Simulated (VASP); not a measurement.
Set up this calculation in VASP 6.6.1, as the native input.

- Task: single point
- Functional: PBE
- Potentials or basis: VASP PAW PBE potentials, release 64 (Sc_sv, As)
- Cutoff: 520 eV
- k mesh: 3 × 3 × 4
- Occupations: gaussian, width 0.2 eV
- Spin: no spin polarisation
- Dipole correction: no
- Further INCAR settings: ALGO = Normal; EDIFF = 1e-06; NBANDS = 44

The structure of Sc6As lies in POSCAR:

```
Sc6As
1.0
    7.9078418924      0.0000000000      0.0000000000
   -3.9539209462      6.8483919679      0.0000000000
    0.0000000000      0.0000000000      2.9410310663
Sc As
6 1
Direct
    0.7942570480      0.2057429520      0.5000000000
    0.7942570480      0.5885140960      0.5000000000
    0.4114859040      0.2057429520      0.5000000000
    0.2057429520      0.7942570480      0.5000000000
    0.2057429520      0.4114859040      0.5000000000
    0.5885140960      0.7942570480      0.5000000000
    0.0000000000      0.0000000000      0.0000000000
```

One way to write it, as run:

INCAR

```
PREC = Accurate ; ENCUT = 520
EDIFF = 1E-6 ; ISMEAR = 0
SIGMA = 0.2 ; LREAL = False
LASPH = True ; NELM = 60
ALGO = Normal ; ISIF = 2
LWAVE = False ; LCHARG = False
GGA = PE ; NBANDS = 44
```

KPOINTS

```
Automatic mesh
0
Gamma
  3 3 4
```

Potentials or basis: VASP PAW PBE potentials, release 64 (Sc_sv, As).

Command:

```sh
$ cat potpaw_PBE.64/Sc_sv/POTCAR potpaw_PBE.64/As/POTCAR > POTCAR
$ mpirun -np 1 vasp_std > vasp.out
```

It gave:

```
Pressure      : 0.0 GPa
Largest force : 0.007 eV/Å
```

Caveat: the k points lie up to 0.53 Å⁻¹ apart.

Run time: 53 s on 1 thread of AMD EPYC 9R45 96-Core Processor (Zen 5) (shared host), peak memory 0.27 GiB.
